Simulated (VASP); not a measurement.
A run of VASP 6.6.1:

The input INCAR:

```
SYSTEM = HfO2
ALGO = Normal ; EDIFF = 1E-6
ENCUT = 520 ; GGA = CA
ISIF = 2 ; ISMEAR = 0
LASPH = .TRUE. ; LCHARG = .FALSE.
LREAL = .FALSE. ; LWAVE = .FALSE.
NBANDS = 31 ; NELM = 100
PREC = Accurate ; SIGMA = 0.05
```

KPOINTS

```
k-points
0
G
  6 6 8
  0 0 0
```

POSCAR

```
HfO2
1.0
    4.7888991402      0.0000000000      0.0000000000
    0.0000000000      4.7888991402      0.0000000000
    0.0000000000      0.0000000000      3.1858186410
Hf O
2 4
Direct
    0.0000000000      0.0000000000      0.0235418297
    0.5000000000      0.5000000000      0.5000000000
    0.1951075730      0.8048924270      0.5000000000
    0.3048924270      0.3048924270      0.0000000000
    0.6951075730      0.6951075730      0.0000000000
    0.8048924270      0.1951075730      0.5000000000
```

Potentials or basis: VASP PAW LDA potentials, release 64 (Hf_pv, O).

Run with:

```bash
$ cat potpaw_LDA.64/Hf_pv/POTCAR potpaw_LDA.64/O/POTCAR > POTCAR
$ mpirun -np 1 vasp_std > vasp.out
```

Hardware: 1 thread of Intel(R) Xeon(R) 6975P-C (Granite Rapids) (shared host).

Task: How long does it take, and how much memory?

Result: Run time: 35 s on 1 thread of Intel(R) Xeon(R) 6975P-C (Granite Rapids) (shared host), peak memory 0.23 GiB. Counts: scf iterations 13, k points 65.
